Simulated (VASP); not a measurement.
# WSe (P6_3/mmc) in VASP: a series of runs

The runs below take WSe through single point, with PBE+U.

Everything below comes from runs of VASP 6.6.1. Logs are shortened: lines on timing, memory, paths and dates and some standing lists are left out, and cuts for length are marked.

## Step 1: The cell of the first run

It takes space group P6_3/mmc (No. 194, hexagonal). Conventional cell: a = 3.776 Å, b = 3.776 Å, c = 6.281 Å, α = 90.00°, β = 90.00°, γ = 120.00°. W (site symmetry -3m) has 6 Se at 2.69 Å and 2 W at 3.14 Å within 3.5 Å. Se (site symmetry -6m2) has 6 W at 2.69 Å within 3.5 Å.

## Step 2: Single point, PBE+U

INCAR reads:

```
PREC     = Accurate       # precision mode
ENCUT    = 520            # plane-wave cutoff, eV
EDIFF    = 1E-7           # SCF threshold, eV
ISMEAR   = 0              # smearing method
SIGMA    = 0.1            # smearing width, eV
LREAL    = F              # projectors in reciprocal space
LASPH    = T              # aspherical terms in the spheres
NELM     = 150            # most SCF steps
ALGO     = Normal         # electronic algorithm
ISIF     = 2              # what is computed and relaxed
LWAVE    = F              # write WAVECAR
LCHARG   = T              # write CHGCAR
LMAXMIX  = 4              # l up to which the mixer works
LDAU     = T              # DFT+U
LDAUTYPE = 2            
LDAUL    = 2 -1           # shell
LDAUU    = 6.2 0          # U, eV
LDAUJ    = 0 0          
LDAUPRINT= 1            
GGA      = PE             # functional
LELF     = T              # ELF
LVHAR    = T            
NBANDS   = 28             # bands
```

KPOINTS reads:

```
Automatic mesh
0
Gamma
  12 12 6
```

POSCAR reads:

```
WSe
1.0
    3.7763573240      0.0000000000      0.0000000000
   -1.8881786620      3.2704213763      0.0000000000
    0.0000000000      0.0000000000      6.2811205392
W Se
2 2
Direct
    0.0000000000      0.0000000000      0.0000000000
    0.0000000000      0.0000000000      0.5000000000
    0.3333333333      0.6666666667      0.2500000000
    0.6666666667      0.3333333333      0.7500000000
```

Potentials or basis: VASP PAW PBE potentials, release 64 (W_sv, Se).

Launch:

```bash
cat potpaw_PBE.64/W_sv/POTCAR potpaw_PBE.64/Se/POTCAR > POTCAR
mpirun -np 1 vasp_std > vasp.out
```

OUTCAR:

```text
PREC = Accurate
   ENCUT = 520
   EDIFF = 1E-7
   ISMEAR = 0
   LREAL = F
   LASPH = T
   NELM = 150
   ISIF = 2
   GGA = PE

 ion  position               nearest neighbor table
   1  0.000  0.000  0.000-   3 2.69   4 2.69   3 2.69   4 2.69   4 2.69   3 2.69   2 3.14   2 3.14

   2  0.000  0.000  0.500-   3 2.69   4 2.69   3 2.69   4 2.69   4 2.69   3 2.69   1 3.14   1 3.14

   3  0.333  0.667  0.250-   1 2.69   2 2.69   1 2.69   2 2.69   1 2.69   2 2.69
   4  0.667  0.333  0.750-   1 2.69   2 2.69   1 2.69   2 2.69   1 2.69   2 2.69

  LATTYP: Found a hexagonal cell.
 ALAT       =     3.7763573240
 C/A-ratio  =     1.6632749500

  Lattice vectors:

 A1 = (   3.7763573240,   0.0000000000,   0.0000000000)
 A2 = (  -1.8881786620,   3.2704213763,   0.0000000000)
 A3 = (   0.0000000000,   0.0000000000,   6.2811205392)

Analysis of symmetry for initial positions (statically):
=====================================================================
 Subroutine PRICEL returns:
 Original cell was already a primitive cell.

 Routine SETGRP: Setting up the symmetry group for a
 hexagonal supercell.

 Subroutine GETGRP returns: Found 24 space group operations
 (whereof 12 operations were pure point group operations)
 out of a pool of 24 trial point group operations.

The static configuration has the point symmetry D_3d.
 The point group associated with its full space group is D_6h.

Analysis of symmetry for dynamics (positions and initial velocities):
=====================================================================
 Subroutine PRICEL returns:
 Original cell was already a primitive cell.

 Routine SETGRP: Setting up the symmetry group for a
 hexagonal supercell.

 Subroutine GETGRP returns: Found 24 space group operations
 (whereof 12 operations were pure point group operations)
 out of a pool of 24 trial point group operations.

The dynamic configuration has the point symmetry D_3d.
 The point group associated with its full space group is D_6h.

[... 177 lines left out ...]

atom =   2  type =  1  l = 2

 onsite density matrix

spin component  1

  0.3924 -0.0000  0.0000 -0.2044 -0.0000
 -0.0000  0.3411  0.0000  0.0000 -0.2044
  0.0000  0.0000  0.2284 -0.0000 -0.0000
 -0.2044  0.0000 -0.0000  0.3411  0.0000
 -0.0000 -0.2044 -0.0000  0.0000  0.3924

spin component  2

  0.3924 -0.0000  0.0000 -0.2044 -0.0000
 -0.0000  0.3411  0.0000  0.0000 -0.2044
  0.0000  0.0000  0.2284 -0.0000 -0.0000
 -0.2044  0.0000 -0.0000  0.3411  0.0000
 -0.0000 -0.2044 -0.0000  0.0000  0.3924

 occupancies and eigenvectors

  o =  0.1607  v = -0.0000 -0.7498 -0.0000 -0.0000 -0.6616  0.0000  0.0000  0.0000  0.0000  0.0000      0.0000  0.0000  0.0000  0.0000  0.0000  0.0000  0.0000  0.0000  0.0000  0.0000
  o =  0.1607  v =  0.0000  0.0000  0.0000  0.0000  0.0000 -0.0000 -0.7498 -0.0000 -0.0000 -0.6616      0.0000  0.0000  0.0000  0.0000  0.0000  0.0000  0.0000  0.0000  0.0000  0.0000
  o =  0.1607  v =  0.0000  0.0000  0.0000  0.0000  0.0000  0.6616 -0.0000 -0.0000  0.7498 -0.0000      0.0000  0.0000  0.0000  0.0000  0.0000  0.0000  0.0000  0.0000  0.0000  0.0000
  o =  0.1607  v =  0.6616 -0.0000 -0.0000  0.7498 -0.0000  0.0000  0.0000  0.0000  0.0000  0.0000      0.0000  0.0000  0.0000  0.0000  0.0000  0.0000  0.0000  0.0000  0.0000  0.0000
  o =  0.2284  v =  0.0000  0.0000 -1.0000 -0.0000  0.0000  0.0000  0.0000  0.0000  0.0000  0.0000      0.0000  0.0000  0.0000  0.0000  0.0000  0.0000  0.0000  0.0000  0.0000  0.0000
  o =  0.2284  v =  0.0000  0.0000  0.0000  0.0000  0.0000  0.0000  0.0000 -1.0000 -0.0000  0.0000      0.0000  0.0000  0.0000  0.0000  0.0000  0.0000  0.0000  0.0000  0.0000  0.0000
  o =  0.5728  v =  0.0000 -0.6616 -0.0000 -0.0000  0.7498  0.0000  0.0000  0.0000  0.0000  0.0000      0.0000  0.0000  0.0000  0.0000  0.0000  0.0000  0.0000  0.0000  0.0000  0.0000
  o =  0.5728  v =  0.0000  0.0000  0.0000  0.0000  0.0000  0.0000 -0.6616 -0.0000 -0.0000  0.7498      0.0000  0.0000  0.0000  0.0000  0.0000  0.0000  0.0000  0.0000  0.0000  0.0000
  o =  0.5728  v = -0.7498 -0.0000 -0.0000  0.6616  0.0000  0.0000  0.0000  0.0000  0.0000  0.0000      0.0000  0.0000  0.0000  0.0000  0.0000  0.0000  0.0000  0.0000  0.0000  0.0000
  o =  0.5728  v =  0.0000  0.0000  0.0000  0.0000  0.0000 -0.7498 -0.0000 -0.0000  0.6616  0.0000      0.0000  0.0000  0.0000  0.0000  0.0000  0.0000  0.0000  0.0000  0.0000  0.0000

 number of electron      40.0000010 magnetization

 Free energy of the ion-electron system (eV)
  ---------------------------------------------------
  ext. energy  EPLUGINS =         0.00000000
  ---------------------------------------------------
  free energy    TOTEN  =       -16.73785498 eV

  energy without entropy =      -16.71431079  energy(sigma->0) =      -16.72608288

 E-fermi :   8.3301     XC(G=0): -11.4771

 val. band max:        8.3286945779   @ k =   0.4167   0.1667   0.3333
 cond. band min:       8.3341574563   @ k =   0.2500  -0.0000   0.3333
 fundamental gap:      0.0054628784
 Fermi energy:         8.3301404334

 k-point     1 :       0.0000    0.0000    0.0000
  band No.  band energies     occupation
      1     -66.6648      2.00000
      2     -66.6549      2.00000
      3     -31.2387      2.00000
      4     -30.9921      2.00000
      5     -30.7280      2.00000
      6     -30.7280      2.00000
[... 733 lines left out ...]
     27      12.5983      0.00000
     28      13.4566      0.00000

 [... further k-points ...]
[... 5 lines left out ...]
  --------------------------------------------------------------------------------------
  -------------------------------------------------------------------------------------
  Total       -2.3762427     -2.3762427      0.1001737      0.0000000      0.0000000      0.0000000
  in kB      -49.0780685    -49.0780685      2.0689520      0.0000000      0.0000000      0.0000000
  external PRESSURE =     -32.0290617 kB  Pullay stress =       0.0000000 kB

 VOLUME and BASIS-vectors are now :
 -----------------------------------------------------------------------------
  energy-cutoff  :      520.00
  volume of cell :       77.57
      direct lattice vectors                 reciprocal lattice vectors
     3.776357324  0.000000000  0.000000000     0.264805450  0.152885498  0.000000000
    -1.888178662  3.270421376  0.000000000     0.000000000  0.305770996  0.000000000
     0.000000000  0.000000000  6.281120539     0.000000000  0.000000000  0.159207261

 POSITION                                       TOTAL-FORCE (eV/Angst)
 -----------------------------------------------------------------------------------
      0.00000      0.00000      0.00000        -0.000000      0.000000     -0.000000
      0.00000      0.00000      3.14056        -0.000000      0.000000     -0.000000
     -0.00000      2.18028      1.57028         0.000000     -0.000000      0.000000
      1.88818      1.09014      4.71084        -0.000000      0.000000      0.000000
 -----------------------------------------------------------------------------------
    total drift:                               -0.000000      0.000000      0.000000

  FREE ENERGIE OF THE ION-ELECTRON SYSTEM (eV)
  ---------------------------------------------------
  free  energy   TOTEN  =       -16.7378549778 eV

  energy  without entropy=      -16.7143107886  energy(sigma->0) =      -16.72608288
```

stdout:

```text
POSCAR found type information on POSCAR W Se
 POSCAR found :  2 types and       4 ions
 scaLAPACK will be used
 LDA part: xc-table for (Slater+PW92), standard interpolation
 POSCAR, INCAR and KPOINTS ok, starting setup
 FFT: planning ... GRIDC
 FFT: planning ... GRID_SOFT
 FFT: planning ... GRID
 WAVECAR not read
 entering main loop
```

It took 88 s on 1 thread of Intel Xeon 6975P-C (Granite Rapids), shared host; peak memory 0.27 GiB.

What came out:

* Free energy: -16.7379 eV
* Pressure: -3.2 GPa
* Band gap on the k mesh: zero (bands 20 and 21 overlap by 1.62 eV)

Levels at points of the mesh, in eV from the Fermi level:
| k point | band 16 | band 17 | band 18 | band 19 | band 20 | band 21 | band 22 | band 23 | band 24 | band 25 |
| --- | --- | --- | --- | --- | --- | --- | --- | --- | --- | --- |
| (0.00, 0.00, 0.00) | -2.53 | -2.53 | -2.23 | -2.23 | -1.27 | -1.27 | 0.71 | 1.06 | 1.06 | 2.24 |
| (0.50, 0.00, 0.00) | -3.96 | -3.39 | -1.32 | -0.07 | 0.15 | 0.46 | 1.29 | 1.39 | 2.77 | 2.86 |
| (0.00, 0.00, 0.50) | -4.14 | -1.52 | -1.52 | -1.52 | -1.52 | -0.73 | -0.73 | 2.82 | 2.82 | 2.82 |
| (0.50, 0.00, 0.50) | -4.69 | -2.17 | -2.17 | 0.11 | 0.11 | 1.05 | 1.05 | 1.57 | 1.57 | 2.42 |

Eigenvalues of the final occupation matrices:
| site | spin | trace | eigenvalues |
| --- | --- | --- | --- |
| site 1 d | 1 | 1.70 | 0.16 0.16 0.23 0.57 0.57 |
| site 1 d | 2 | 1.70 | 0.16 0.16 0.23 0.57 0.57 |
| site 2 d | 1 | 1.70 | 0.16 0.16 0.23 0.57 0.57 |
| site 2 d | 2 | 1.70 | 0.16 0.16 0.23 0.57 0.57 |

Caveat: the cell stands under tension; spin-orbit coupling is left out, which moves the levels of the heavy elements; U without spin polarisation on a metal has little footing.

## Step 3: Single point, PBE+U

This run uses another cell than the first one, of 20.66 Å³/atom.

INCAR reads:

```
SYSTEM = WSe
ALGO = Normal
EDIFF = 1E-6
ENCUT = 520
GGA = PE
ISIF = 2
ISMEAR = 0
LASPH = .TRUE.
LCHARG = .FALSE.
LDAU = .TRUE.
LDAUJ = 0 0
LDAUL = 2 -1
LDAUPRINT = 1
LDAUTYPE = 2
LDAUU = 6.2 0
LMAXMIX = 4
LREAL = .FALSE.
LWAVE = .FALSE.
NBANDS = 28
NELM = 150
PREC = Accurate
SIGMA = 0.1
```

KPOINTS reads:

```
k-points
0
G
  12 12 6
  0 0 0
```

POSCAR reads:

```
WSe
1.0
    3.8086732930      0.0000000000      0.0000000000
   -1.9043366465      3.2984078264      0.0000000000
    0.0000000000      0.0000000000      6.5792842944
W Se
2 2
Direct
    0.0000000000      0.0000000000      0.0000000000
    0.0000000000      0.0000000000      0.5000000000
    0.3333333333      0.6666666667      0.2500000000
    0.6666666667      0.3333333333      0.7500000000
```

Potentials or basis: VASP PAW PBE potentials, release 64 (W_sv, Se).

Launch:

```bash
cat potpaw_PBE.64/W_sv/POTCAR potpaw_PBE.64/Se/POTCAR > POTCAR
mpirun -np 1 vasp_std > vasp.out
```

Run time: 88 s. Hardware: 1 thread of Intel Xeon 6975P-C (Granite Rapids), shared host; peak memory 0.28 GiB.

The run converged. Its results:

```
Free energy            : -16.6031 eV
Pressure               : -8.6 GPa
Band gap on the k mesh : zero (bands 20 and 21 overlap by 1.57 eV)
```

Stress tensor (GPa, compression positive):
```
-9.51  0.00  0.00
 0.00 -9.51  0.00
 0.00  0.00 -6.85
```

Levels at points of the mesh, in eV from the Fermi level:
```tsv
k point	band 18	band 19	band 20	band 21	band 22	band 23
(0.00, 0.00, 0.00)	-2.05	-2.05	-1.19	-1.19	0.24	1.01
(0.50, 0.00, 0.00)	-1.59	-0.14	0.02	0.87	1.43	1.61
(0.00, 0.00, 0.50)	-1.49	-1.49	-1.49	-0.40	-0.40	2.75
(0.50, 0.00, 0.50)	-2.08	0.06	0.06	1.33	1.33	1.46
```

Eigenvalues of the final occupation matrices:
```tsv
site	spin	trace	eigenvalues
site 1 d	1	1.68	0.14 0.14 0.17 0.62 0.62
site 1 d	2	1.68	0.14 0.14 0.17 0.62 0.62
site 2 d	1	1.68	0.14 0.14 0.17 0.62 0.62
site 2 d	2	1.68	0.14 0.14 0.17 0.62 0.62
```

Caveat: the cell stands under tension; spin-orbit coupling is left out, which moves the levels of the heavy elements; U without spin polarisation on a metal has little footing.
